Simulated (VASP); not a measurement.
# Ta (Fm-3m) in VASP: relaxation of cell and atoms with LDA

Aim: the relaxation of cell and atoms of Ta with LDA.

Everything below comes from runs of VASP 6.6.1. Logs are shortened: lines on timing, memory, paths and dates and some standing lists are left out, and cuts for length are marked.

**1. The cell of the first run**

The structure is cubic, space group Fm-3m (No. 225). Conventional cell: a = 4.101 Å, b = 4.101 Å, c = 4.101 Å, α = 90.00°, β = 90.00°, γ = 90.00°. Within 3.8 Å of Ta (site symmetry m-3m) lie 12 Ta at 2.90 Å.

This isn't the form of Ta at room conditions, which is bcc.

**2. Relaxation of cell and atoms, LDA, non-collinear spin, zero start, spin-orbit coupling**

INCAR

```
SYSTEM = Ta
PREC = Accurate
ENCUT = 600
EDIFF = 1E-6
ISMEAR = -1
SIGMA = 0.05
LREAL = .FALSE.
LASPH = .TRUE.
NELM = 150
ALGO = Normal
ISIF = 3
LWAVE = .FALSE.
LCHARG = .FALSE.
MAGMOM = 0 0 0
LORBIT = 11
LSORBIT = .TRUE.
GGA_COMPAT = .FALSE.
LORBMOM = .TRUE.
LMAXMIX = 4
GGA = CA
IBRION = 2
NSW = 60
EDIFFG = -0.005
```

KPOINTS

```
Automatic mesh
0
G
  17 17 17
  0 0 0
```

POSCAR

```
Ta
1.0
    0.0000000000      2.0507433354      2.0507433354
    2.0507433354      0.0000000000      2.0507433354
    2.0507433354      2.0507433354      0.0000000000
Ta
1
Direct
    0.0000000000      0.0000000000      0.0000000000
```

Potentials or basis: VASP PAW LDA potentials, release 64 (Ta_pv).

Command:

```console
$ cat potpaw_LDA.64/Ta_pv/POTCAR > POTCAR
$ mpirun -np 1 vasp_ncl > vasp.out
```

OUTCAR:

```text
SYSTEM = Ta
   PREC = Accurate
   ENCUT = 600
   EDIFF = 1E-6
   ISMEAR = -1
   LREAL = .FALSE.
   LASPH = .TRUE.
   NELM = 150
   ISIF = 3
   LORBIT = 11
   LSORBIT = .TRUE.
   GGA = CA
   IBRION = 2
   NSW = 60
   EDIFFG = -0.005

 ion  position               nearest neighbor table
   1  0.000  0.000  0.000-

  LATTYP: Found a face centered cubic cell.
 ALAT       =     4.1014866708

  Lattice vectors:

 A1 = (   0.0000000000,   2.0507433354,   2.0507433354)
 A2 = (   2.0507433354,   0.0000000000,   2.0507433354)
 A3 = (   2.0507433354,   2.0507433354,   0.0000000000)

Analysis of symmetry for initial positions (statically):
=====================================================================
 Subroutine PRICEL returns:
 Original cell was already a primitive cell.

 Routine SETGRP: Setting up the symmetry group for a
 face centered cubic supercell.

 Subroutine GETGRP returns: Found 48 space group operations
 (whereof 48 operations were pure point group operations)
 out of a pool of 48 trial point group operations.

The static configuration has the point symmetry O_h .

Analysis of symmetry for dynamics (positions and initial velocities):
=====================================================================
 Subroutine PRICEL returns:
 Original cell was already a primitive cell.

 Routine SETGRP: Setting up the symmetry group for a
 face centered cubic supercell.

 Subroutine GETGRP returns: Found 48 space group operations
 (whereof 48 operations were pure point group operations)
 out of a pool of 48 trial point group operations.

The dynamic configuration has the point symmetry O_h .

Analysis of structural, dynamic, and magnetic symmetry:
=====================================================================
 Subroutine PRICEL returns:
 Original cell was already a primitive cell.

 Routine SETGRP: Setting up the symmetry group for a
 face centered cubic supercell.

 Subroutine GETGRP returns: Found 48 space group operations
 (whereof 48 operations were pure point group operations)
 out of a pool of 48 trial point group operations.

The overall configuration has the point symmetry O_h .

 Subroutine INISYM returns: Found 48 space group operations
 (whereof 48 operations are pure point group operations),
 and found     1 'primitive' translations

----------------------------------------------------------------------------------------

                                     Primitive cell

  volume of cell :      17.2490

  direct lattice vectors                    reciprocal lattice vectors
     0.000000000  2.050743335  2.050743335    -0.243814031  0.243814031  0.243814031
     2.050743335  0.000000000  2.050743335     0.243814031 -0.243814031  0.243814031
     2.050743335  2.050743335  0.000000000     0.243814031  0.243814031 -0.243814031

  length of vectors
     2.900189038  2.900189038  2.900189038     0.422298290  0.422298290  0.422298290

  position of ions in fractional coordinates (direct lattice)
     0.000000000  0.000000000  0.000000000

  ion indices of the primitive-cell ions
   primitive index   ion index
                 1           1

----------------------------------------------------------------------------------------

 KPOINTS: Automatic mesh

Automatic generation of k-mesh.
 Grid dimensions read from file:
 generate k-points for:   17   17   17

 Generating k-lattice:

  Cartesian coordinates                     Fractional coordinates (reciprocal lattice)
    -0.014342002  0.014342002  0.014342002     0.058823529  0.000000000  0.000000000
     0.014342002 -0.014342002  0.014342002     0.000000000  0.058823529  0.000000000
     0.014342002  0.014342002 -0.014342002     0.000000000  0.000000000  0.058823529
[... 63 lines left out ...]
   ISIF   =      3    stress and relaxation
   ISYM   =      2    0-nonsym 1-usesym 2-fastsym
   POTIM  = 0.5000    time-step for ionic-motion
   TEBEG  =    0.0;   TEEND  =   0.0 temperature during run
   PSTRESS=    0.0 pullay stress
   NELECT =      11.0000    total number of electrons
   NUPDOWN=      -1.0000    fix difference up-down
   EMIN   =  10.00;   EMAX   =-10.00  energy-range for DOS
   EFERMI =   0.00;   METHOD = LEGACY
   ISMEAR =    -1;   SIGMA  =   0.05  broadening in eV -4-tet -1-fermi 0-gaus
   EFERMI_NEDOS =   21; number of points for ismear=-14 and -15
   IALGO  =     38    algorithm
   IMIX   =      4    mixing-type and parameters
     AMIX     =   0.40;   BMIX     =  1.00
     AMIX_MAG =   1.60;   BMIX_MAG =  1.00
  volume/ion in A,a.u.               =      17.25       116.40
  Fermi-wavevector in a.u.,A,eV,Ry     =   1.409130  2.662870 27.016375  1.985648
  Thomas-Fermi vector in A             =   2.531217
   LORBIT       =     11    0 simple, 1 ext, 2 COOP (PROOUT), +10 PAW based schemes
   GGA     = CA    functional components
   LHFCALC =     F    Hartree Fock is set to
   AEXX    =    0.0000 exact exchange contribution
   IVDW    =     0    specifies the selected vdW correction
   LEPSILON=     F    determine dielectric tensor
   LRPA    =     F    only Hartree local field effects (RPA)
 conjugate gradient relaxation of ions
  energy-cutoff  :      600.00
  volume of cell :       17.25
 maximum number of plane-waves:      1178
   NGX = 11   NGY = 11   NGZ = 11

--------------------------------------- Ionic step        1  -------------------------------------------

 number of electron      11.0000000 magnetization       0.0000000      0.0000000      0.0000000

 number of electron      10.9999999 magnetization       0.0000000     -0.0000000     -0.0000000

 number of electron      10.9999999 magnetization      -0.0000000      0.0000000      0.0000000

 Free energy of the ion-electron system (eV)
  ---------------------------------------------------
  ext. energy  EPLUGINS =         0.00000000
  ---------------------------------------------------
  free energy    TOTEN  =       -13.27404308 eV

  energy without entropy =      -13.26413923  energy(sigma->0) =      -13.26909116

------------------------ aborting loop because EDIFF is reached ----------------------------------------

  FORCE on cell =-STRESS in cart. coord.  units (eV):
  Direction    XX          YY          ZZ          XY          YZ          ZX
  --------------------------------------------------------------------------------------
  -------------------------------------------------------------------------------------
  Total        0.7239017      0.7239017      0.7239017      0.0000000      0.0000000      0.0000000
  in kB       67.2397729     67.2397729     67.2397729      0.0000000      0.0000000      0.0000000
  external PRESSURE =      67.2397729 kB  Pullay stress =       0.0000000 kB
[... 106 lines left out ...]
 number of electron      11.0000000 magnetization       0.0000000      0.0000000     -0.0000000

 number of electron      11.0000000 magnetization      -0.0000000     -0.0000000      0.0000000

 Free energy of the ion-electron system (eV)
  ---------------------------------------------------
  ext. energy  EPLUGINS =         0.00000000
  ---------------------------------------------------
  free energy    TOTEN  =       -13.28487549 eV

  energy without entropy =      -13.27480802  energy(sigma->0) =      -13.27984176

 E-fermi :   5.8612     XC(G=0): -12.8634

 val. band max:        5.8530891801   @ k =  -0.0588   0.0588   0.0000
 cond. band min:       5.8804452936   @ k =   0.3529   0.2353   0.0588
 fundamental gap:      0.0273561135
 Fermi energy:         5.8611518578

 k-point     1 :       0.0000    0.0000    0.0000
  band No.  band energies     occupation
      1     -32.8425      1.00000
      2     -32.8425      1.00000
      3     -24.7728      1.00000
      4     -24.7728      1.00000
      5     -24.7728      1.00000
      6     -24.7728      1.00000
[... 481 lines left out ...]
      5     -24.8235      1.00000
      6     -24.8235      1.00000
[... 10 lines left out ...]
     17       9.5100      0.00000
     18       9.5100      0.00000

 [... further k-points ...]

------------------------ aborting loop because EDIFF is reached ----------------------------------------

  FORCE on cell =-STRESS in cart. coord.  units (eV):
  Direction    XX          YY          ZZ          XY          YZ          ZX
  --------------------------------------------------------------------------------------
  -------------------------------------------------------------------------------------
  Total       -0.0040420     -0.0040420     -0.0040420      0.0000000      0.0000000     -0.0000000
  in kB       -0.3642455     -0.3642455     -0.3642455      0.0000000      0.0000000     -0.0000000
  external PRESSURE =      -0.3642455 kB  Pullay stress =       0.0000000 kB
[... 16 lines left out ...]
  FREE ENERGIE OF THE ION-ELECTRON SYSTEM (eV)
  ---------------------------------------------------
  free  energy   TOTEN  =       -13.2848754871 eV

  energy  without entropy=      -13.2748080246  energy(sigma->0) =      -13.27984176

 reached required accuracy - stopping structural energy minimisation

 orbital moment (x)

 # of ion     p       d       tot
 ----------------------------------------
  1         0.000  -0.000  -0.000
 ----------------------------------------
            0.000  -0.000  -0.000

 orbital moment (y)

 # of ion     p       d       tot
 ----------------------------------------
  1         0.000   0.000   0.000
 ----------------------------------------
            0.000   0.000   0.000

 orbital moment (z)

 # of ion     p       d       tot
 ----------------------------------------
  1         0.000   0.000   0.000
 ----------------------------------------
            0.000   0.000   0.000

 Spin-Orbit-Coupling matrix elements

 Ion:    1  E_soc:     -1.4690456
 l=   1
     0.0000000    -0.2199021    -0.2199021
    -0.2199021     0.0000000    -0.2199021
    -0.2199021    -0.2199021     0.0000000
 l=   2
     0.0000000    -0.0060067     0.0000000    -0.0060067    -0.0189322
    -0.0060067     0.0000000    -0.0141991    -0.0060067    -0.0047330
     0.0000000    -0.0141991     0.0000000    -0.0141991     0.0000000
    -0.0060067    -0.0060067    -0.0141991     0.0000000    -0.0047330
    -0.0189322    -0.0047330     0.0000000    -0.0047330     0.0000000
 l=   3
     0.0000000     0.0000000     0.0000000     0.0000000     0.0000000     0.0000000     0.0000000
     0.0000000     0.0000000     0.0000000     0.0000000     0.0000000     0.0000000     0.0000000
     0.0000000     0.0000000     0.0000000     0.0000000     0.0000000     0.0000000     0.0000000
     0.0000000     0.0000000     0.0000000     0.0000000     0.0000000     0.0000000     0.0000000
     0.0000000     0.0000000     0.0000000     0.0000000     0.0000000     0.0000000     0.0000000
     0.0000000     0.0000000     0.0000000     0.0000000     0.0000000     0.0000000     0.0000000
     0.0000000     0.0000000     0.0000000     0.0000000     0.0000000     0.0000000     0.0000000

 total charge

# of ion       s       p       d       tot
------------------------------------------
    1        0.388   6.178   2.409   8.974

 magnetization (x)

# of ion       s       p       d       tot
------------------------------------------
    1       -0.000  -0.000   0.000   0.000

 magnetization (y)

# of ion       s       p       d       tot
------------------------------------------
    1        0.000   0.000  -0.000  -0.000

 magnetization (z)

# of ion       s       p       d       tot
------------------------------------------
    1       -0.000  -0.000   0.000   0.000
```

It took 6 min on 1 thread of Intel Xeon 8259CL, shared host; peak memory 0.25 GiB.

Results:

```
Free energy                                           : -13.2849 eV
Relaxed volume                                        : 17.78 Å³/atom
Relaxed cell                                          : a = 2.930 Å, b = 2.930 Å, c = 2.930 Å, α = 60.00°, β = 60.00°, γ = 60.00°
Space group after relaxing (to 0.1 Å)                 : Fm-3m (No. 225)
Energy gained by relaxing                             : 10.8 meV/atom
Ionic steps                                           : 4
Pressure after relaxing                               : 0.0 GPa
Net moment                                            : 0.00 μB per cell
Valence electrons inside the program's atomic spheres : Ta 8.97
```

The path:
| step | energy change (eV) | largest force (eV/Å) | pressure (GPa) | volume (Å³) |
| --- | --- | --- | --- | --- |
| 1 | 0.0000 | 0.0000 | 6.72 | 17.25 |
| 2 | 0.0483 | 0.0000 | -13.33 | 19.12 |
| 3 | -0.0108 | 0.0000 | -0.16 | 17.79 |
| 4 | -0.0108 | 0.0000 | -0.04 | 17.78 |

Final structure:
```cif
data_structure
_symmetry_space_group_name_H-M 'P 1'
_symmetry_Int_Tables_number 1
_cell_length_a 2.9296
_cell_length_b 2.9296
_cell_length_c 2.9296
_cell_angle_alpha 60.000
_cell_angle_beta 60.000
_cell_angle_gamma 60.000
_cell_volume 17.78
loop_
_atom_site_label
_atom_site_type_symbol
_atom_site_fract_x
_atom_site_fract_y
_atom_site_fract_z
_atom_site_occupancy
Ta1 Ta 0.00000 0.00000 0.00000 1
```

Moments on the atoms (μB; x, y, z):
```
Ta  0.00 0.00 0.00
```
